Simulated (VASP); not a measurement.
# CdSe (Fm-3m) in VASP: further runs, part 2 of 2

VASP 6.6.1. Earlier steps stand in the parts before.

## Step 4: Single point, LDA

This run uses another cell than the first one, of 25.64 Å³/atom, 1.052 times its volume.

File INCAR:

```
SYSTEM = CdSe
ALGO = Normal
EDIFF = 1E-6
ENCUT = 500
GGA = CA
GGA_COMPAT = .False.
ISIF = 2
ISMEAR = -1
LASPH = .True.
LCHARG = .True.
LELF = .True.
LREAL = .False.
LVHAR = .True.
LWAVE = .False.
NBANDS = 16
NELM = 120
PREC = Accurate
SIGMA = 0.1
```

File KPOINTS:

```
k-points
0
Gamma
  6 6 6
  0 0 0
```

File POSCAR:

```
CdSe
1.0
    0.0000000000      2.9486414830      2.9486414830
    2.9486414830      0.0000000000      2.9486414830
    2.9486414830      2.9486414830      0.0000000000
Cd Se
1 1
Direct
    0.0000000000      0.0000000000      0.0000000000
    0.5000000000      0.5000000000      0.5000000000
```

Potentials or basis: VASP PAW LDA potentials, release 64 (Cd, Se).

Launch:

```bash
$ cat potpaw_LDA.64/Cd/POTCAR potpaw_LDA.64/Se/POTCAR > POTCAR
$ mpirun -np 1 vasp_std > vasp.out
```

OUTCAR:

```text
SYSTEM = CdSe
   EDIFF = 1E-6
   ENCUT = 500
   GGA = CA
   ISIF = 2
   ISMEAR = -1
   LASPH = .True.
   LREAL = .False.
   NELM = 120
   PREC = Accurate

 ion  position               nearest neighbor table
   1  0.000  0.000  0.000-   2 2.95   2 2.95   2 2.95   2 2.95   2 2.95   2 2.95
   2  0.500  0.500  0.500-   1 2.95   1 2.95   1 2.95   1 2.95   1 2.95   1 2.95

  LATTYP: Found a face centered cubic cell.
 ALAT       =     5.8972829660

  Lattice vectors:

 A1 = (   0.0000000000,   2.9486414830,   2.9486414830)
 A2 = (   2.9486414830,   0.0000000000,   2.9486414830)
 A3 = (   2.9486414830,   2.9486414830,   0.0000000000)

Analysis of symmetry for initial positions (statically):
=====================================================================
 Subroutine PRICEL returns:
 Original cell was already a primitive cell.

 Routine SETGRP: Setting up the symmetry group for a
 face centered cubic supercell.

 Subroutine GETGRP returns: Found 48 space group operations
 (whereof 48 operations were pure point group operations)
 out of a pool of 48 trial point group operations.

The static configuration has the point symmetry O_h .

Analysis of symmetry for dynamics (positions and initial velocities):
=====================================================================
 Subroutine PRICEL returns:
 Original cell was already a primitive cell.

 Routine SETGRP: Setting up the symmetry group for a
 face centered cubic supercell.

 Subroutine GETGRP returns: Found 48 space group operations
 (whereof 48 operations were pure point group operations)
 out of a pool of 48 trial point group operations.

The dynamic configuration has the point symmetry O_h .

 Subroutine INISYM returns: Found 48 space group operations
 (whereof 48 operations are pure point group operations),
 and found     1 'primitive' translations

----------------------------------------------------------------------------------------

                                     Primitive cell

  volume of cell :      51.2738

  direct lattice vectors                    reciprocal lattice vectors
     0.000000000  2.948641483  2.948641483    -0.169569615  0.169569615  0.169569615
     2.948641483  0.000000000  2.948641483     0.169569615 -0.169569615  0.169569615
     2.948641483  2.948641483  0.000000000     0.169569615  0.169569615 -0.169569615

  length of vectors
     4.170008776  4.170008776  4.170008776     0.293703188  0.293703188  0.293703188

  position of ions in fractional coordinates (direct lattice)
     0.000000000  0.000000000  0.000000000
     0.500000000  0.500000000  0.500000000

  ion indices of the primitive-cell ions
   primitive index   ion index
                 1           1
                 2           2

----------------------------------------------------------------------------------------

 KPOINTS: k-points

Automatic generation of k-mesh.
 Grid dimensions read from file:
 generate k-points for:    6    6    6

 Generating k-lattice:

  Cartesian coordinates                     Fractional coordinates (reciprocal lattice)
    -0.028261602  0.028261602  0.028261602     0.166666667  0.000000000  0.000000000
     0.028261602 -0.028261602  0.028261602     0.000000000  0.166666667  0.000000000
     0.028261602  0.028261602 -0.028261602     0.000000000  0.000000000  0.166666667

  Length of vectors
     0.048950531  0.048950531  0.048950531

  Shift w.r.t. Gamma in fractional coordinates (k-lattice)
     0.000000000  0.000000000  0.000000000

 Subroutine IBZKPT returns following result:
 ===========================================

 Found     16 irreducible k-points:

 Following reciprocal coordinates:
            Coordinates               Weight
  0.000000  0.000000  0.000000      1.000000
  0.166667  0.000000  0.000000      8.000000
  0.333333  0.000000  0.000000      8.000000
  0.500000  0.000000  0.000000      4.000000
  0.166667  0.166667  0.000000      6.000000
  0.333333  0.166667  0.000000     24.000000
[... 8 lines left out ...]
 -0.333333  0.333333  0.166667     24.000000
 -0.333333  0.500000  0.166667     12.000000
   k-points           NKPTS =     16   k-points in BZ     NKDIM =     16   number of bands    NBANDS=     16
   number of dos      NEDOS =    301   number of ions     NIONS =      2
   total plane-waves  NPLWV =  27000
   dimension x,y,z NGX =    30 NGY =   30 NGZ =   30
   dimension x,y,z NGXF=    60 NGYF=   60 NGZF=   60
   ions per type =               1   1
   NGX,Y,Z   is equivalent  to a cutoff of  11.96, 11.96, 11.96 a.u.
   NGXF,Y,Z  is equivalent  to a cutoff of  23.92, 23.92, 23.92 a.u.
 SYSTEM =  CdSe
   PREC   = accura    normal or accurate (medium, high low for compatibility)
   ISTART =      0    job   : 0-new  1-cont  2-samecut
   ICHARG =      2    charge: 1-file 2-atom 10-const
   ISPIN  =      1    spin polarized calculation?
   LNONCOLLINEAR =      F non collinear calculations
   LSORBIT =      F    spin-orbit coupling
   LASPH  =      T    aspherical Exc in radial PAW
   ENCUT  =  500.0 eV  36.75 Ry    6.06 a.u.   7.60  7.60  7.60*2*pi/ulx,y,z
   NELM   =    120;   NELMIN=  2; NELMDL= -5     # of ELM steps
   EDIFF  = 0.1E-05   stopping-criterion for ELM
   LREAL  =      F    real-space projection
   EDIFFG = 0.1E-04   stopping-criterion for IOM
   NSW    =      0    number of steps for IOM
   IBRION =     -1    ionic relax: 0-MD 1-quasi-New 2-CG
   NFREE  =      0    steps in history (QN), initial steepest desc. (CG)
   ISIF   =      2    stress and relaxation
   ISYM   =      2    0-nonsym 1-usesym 2-fastsym
   POTIM  = 0.5000    time-step for ionic-motion
   TEBEG  =    0.0;   TEEND  =   0.0 temperature during run
   PSTRESS=    0.0 pullay stress
   NELECT =      18.0000    total number of electrons
   NUPDOWN=      -1.0000    fix difference up-down
   EMIN   =  10.00;   EMAX   =-10.00  energy-range for DOS
   EFERMI =   0.00;   METHOD = LEGACY
   ISMEAR =    -1;   SIGMA  =   0.10  broadening in eV -4-tet -1-fermi 0-gaus
   EFERMI_NEDOS =   21; number of points for ismear=-14 and -15
   IALGO  =     38    algorithm
   IMIX   =      4    mixing-type and parameters
     AMIX     =   0.40;   BMIX     =  1.00
     AMIX_MAG =   1.60;   BMIX_MAG =  1.00
  volume/ion in A,a.u.               =      25.64       173.01
  Fermi-wavevector in a.u.,A,eV,Ry     =   1.154872  2.182391 18.146476  1.333728
  Thomas-Fermi vector in A             =   2.291505
   LORBIT       =      0    0 simple, 1 ext, 2 COOP (PROOUT), +10 PAW based schemes
   GGA     = CA    functional components
   LHFCALC =     F    Hartree Fock is set to
   AEXX    =    0.0000 exact exchange contribution
   IVDW    =     0    specifies the selected vdW correction
   LEPSILON=     F    determine dielectric tensor
   LRPA    =     F    only Hartree local field effects (RPA)
 non-spin polarized calculation
  energy-cutoff  :      500.00
  volume of cell :       51.27
 maximum number of plane-waves:      1315
   NGX = 15   NGY = 15   NGZ = 15

 number of electron      17.9999992 magnetization

 Free energy of the ion-electron system (eV)
  ---------------------------------------------------
  ext. energy  EPLUGINS =         0.00000000
  ---------------------------------------------------
  free energy    TOTEN  =        -6.35940922 eV

  energy without entropy =       -6.34545344  energy(sigma->0) =       -6.35243133

 E-fermi :   1.6653     XC(G=0):  -9.9708

 val. band max:        1.4731798437   @ k =  -0.1667   0.1667   0.0000
 cond. band min:       2.2648324662   @ k =   0.5000   0.3333   0.0000
 fundamental gap:      0.7916526225
 Fermi energy:         1.6652898124

 k-point     1 :       0.0000    0.0000    0.0000
  band No.  band energies     occupation
      1     -10.9983      2.00000
      2      -6.2722      2.00000
      3      -6.2722      2.00000
      4      -6.2548      2.00000
      5      -6.2548      2.00000
      6      -6.2548      2.00000
[... 8 lines left out ...]
     15      10.6448      0.00000
     16      10.6448      0.00000
[... 267 lines left out ...]
 k-point    16 :      -0.3333    0.5000    0.1667
  band No.  band energies     occupation
      1     -10.2808      2.00000
      2      -6.3044      2.00000
      3      -6.2942      2.00000
      4      -6.1791      2.00000
      5      -6.1030      2.00000
      6      -5.8298      2.00000
[... 8 lines left out ...]
     15      13.9364      0.00000
     16      16.1069      0.00000

------------------------ aborting loop because EDIFF is reached ----------------------------------------

  FORCE on cell =-STRESS in cart. coord.  units (eV):
  Direction    XX          YY          ZZ          XY          YZ          ZX
  --------------------------------------------------------------------------------------
  -------------------------------------------------------------------------------------
  Total       -2.7532990     -2.7532990     -2.7532990      0.0000000      0.0000000     -0.0000000
  in kB      -86.0335902    -86.0335902    -86.0335902      0.0000000      0.0000000     -0.0000000
  external PRESSURE =     -86.0335902 kB  Pullay stress =       0.0000000 kB

 VOLUME and BASIS-vectors are now :
 -----------------------------------------------------------------------------
  energy-cutoff  :      500.00
  volume of cell :       51.27
      direct lattice vectors                 reciprocal lattice vectors
     0.000000000  2.948641483  2.948641483    -0.169569615  0.169569615  0.169569615
     2.948641483  0.000000000  2.948641483     0.169569615 -0.169569615  0.169569615
     2.948641483  2.948641483  0.000000000     0.169569615  0.169569615 -0.169569615

 POSITION                                       TOTAL-FORCE (eV/Angst)
 -----------------------------------------------------------------------------------
      0.00000      0.00000      0.00000        -0.000000     -0.000000      0.000000
      2.94864      2.94864      2.94864         0.000000      0.000000     -0.000000
 -----------------------------------------------------------------------------------
    total drift:                               -0.000000      0.000000      0.000000

  FREE ENERGIE OF THE ION-ELECTRON SYSTEM (eV)
  ---------------------------------------------------
  free  energy   TOTEN  =        -6.3594092247 eV

  energy  without entropy=       -6.3454534396  energy(sigma->0) =       -6.35243133
```

OSZICAR:

```text
N       E                     dE             d eps       ncg     rms          rms(c)
DAV:   1     0.103457705638E+03    0.10346E+03   -0.86094E+03   528   0.991E+02
DAV:   2    -0.284088946507E+01   -0.10630E+03   -0.99895E+02   624   0.247E+02
DAV:   3    -0.677347983070E+01   -0.39326E+01   -0.39247E+01   632   0.489E+01
DAV:   4    -0.678792267918E+01   -0.14443E-01   -0.14442E-01   624   0.293E+00
DAV:   5    -0.678799480642E+01   -0.72127E-04   -0.72127E-04   616   0.181E-01    0.447E+00
DAV:   6    -0.639110696423E+01    0.39689E+00   -0.61271E-01   640   0.865E+00    0.393E+00
DAV:   7    -0.636488681215E+01    0.26220E-01   -0.78410E-02   592   0.210E+00    0.188E+00
DAV:   8    -0.635962322901E+01    0.52636E-02   -0.86986E-03   592   0.104E+00    0.151E-01
DAV:   9    -0.635940705960E+01    0.21617E-03   -0.66891E-04   608   0.274E-01    0.410E-02
DAV:  10    -0.635940655753E+01    0.50207E-06   -0.53945E-05   624   0.935E-02    0.328E-02
DAV:  11    -0.635940929726E+01   -0.27397E-05   -0.38898E-06   608   0.180E-02    0.813E-03
DAV:  12    -0.635940922471E+01    0.72557E-07   -0.10150E-07   288   0.226E-03
   1 F= -.63594092E+01 E0= -.63524313E+01  d E =-.139558E-01
```

It took 14 s on 1 thread of Intel Xeon 8259CL, shared host; peak memory 0.15 GiB.

Results:

```yaml
Free_energy: -6.3594 eV
Pressure: -8.6 GPa
Band_gap_on_the_k_mesh: zero (band 9 reaches 1.47 eV, above the bottom of band 10 at 0.87 eV)
```

## Step 5: Overview

```tsv
cell	gap on the mesh (eV)	pressure (GPa)
a = 4.100 Å, angles 60.0°, 2 atoms	none	-6.7
a = 4.135 Å, angles 60.0°, 2 atoms	none	-7.7
a = 4.170 Å, angles 60.0°, 2 atoms	none	-8.6
```

Alike in all rows: task single point; level LDA; potentials or basis VASP PAW LDA potentials, release 64 (Cd, Se); no spin polarisation; k mesh 6 × 6 × 6; cutoff (eV) 500; smearing fermi-dirac 0.1 eV.

Total energies depend on the potentials used, so only differences within one code and one set of settings carry meaning.
